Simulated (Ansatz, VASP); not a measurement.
**One calculation of Sn, two programs**

The input INCAR:

```
SYSTEM = Sn
PREC     = Accurate       ! precision mode
ENCUT    = 520            ! plane-wave cutoff, eV
EDIFF    = 1E-6           ! SCF threshold, eV
ISMEAR   = -1             ! smearing method
SIGMA    = 0.1            ! smearing width, eV
LREAL    = .FALSE.        ! projectors in reciprocal space
LASPH    = .TRUE.         ! aspherical terms in the spheres
NELM     = 60             ! most SCF steps
ALGO     = Normal         ! electronic algorithm
ISIF     = 2              ! what is computed and relaxed
LWAVE    = .FALSE.        ! write WAVECAR
LCHARG   = .TRUE.         ! write CHGCAR
LELF     = .TRUE.         ! ELF
LVHAR    = .TRUE.       
NBANDS   = 21             ! bands
```

KPOINTS

```
Automatic mesh
0
G
  12 12 7
  0 0 0
```

The input POSCAR:

```
Sn
1.0
    3.2864412422      0.0000000000      0.0000000000
   -1.6432206211      2.8461416038      0.0000000000
    0.0000000000      0.0000000000      5.4682625529
Sn
2
Direct
    0.3333333333      0.6666666667      0.2500000000
    0.6666666667      0.3333333333      0.7500000000
```

Input for Ansatz:

```yaml
crystal:
  lattice:
    - [3.2864412422, 0.0, 0.0]
    - [-1.6432206211, 2.8461416038, 0.0]
    - [0.0, 0.0, 5.4682625529]
  atoms:
    - { symbol: Sn, position: [0.3333333333, 0.6666666667, 0.25] }
    - { symbol: Sn, position: [0.6666666667, 0.3333333333, 0.75] }
hamiltonian:
  xc: lda
  pseudopotentials:
    kind: paw
    azcp:
      Sn: "pseudopotentials/Sn.paw.azcp"
basis:
  ecutwfc: 420
  fft_grid_basis: typed
kpoints:
  mp_grid: { grid: [12, 12, 7], shift: [0, 0, 0] }
magnetization:
  spin_polarized: false
scf:
  occupations: { method: fermi_dirac, width: 0.1 }
  lower_state_search: "off"
output:
  stress: true
  write_density: true
  write_potential: true
  elf: true
  volumetric_format: npy
```

Alike in both runs: task single point; functional LDA; k mesh 12 × 12 × 7; occupations fermi-dirac, width 0.1 eV; no spin polarisation.

```csv
,VASP,Ansatz
version,VASP 6.6.1,Ansatz 0.2.0
potentials or method,"VASP PAW LDA potentials, release 64 (Sn_d), cutoff 520 eV","plane waves (420 eV) with PAW, scalar-relativistic"
valence electrons in the cell,28,28
```

```tsv
	VASP	Ansatz	Ansatz less VASP
pressure (GPa)	0.0	0.0	+0.01
traceless stress, the component that is largest in VASP (GPa)	-1.06	-1.04	+0.021
```

Ansatz warns that its potentials were made for another functional, while VASP's fit it. LDA's correlation is that of Perdew and Zunger in VASP and of Perdew and Wang (1992) in Ansatz.
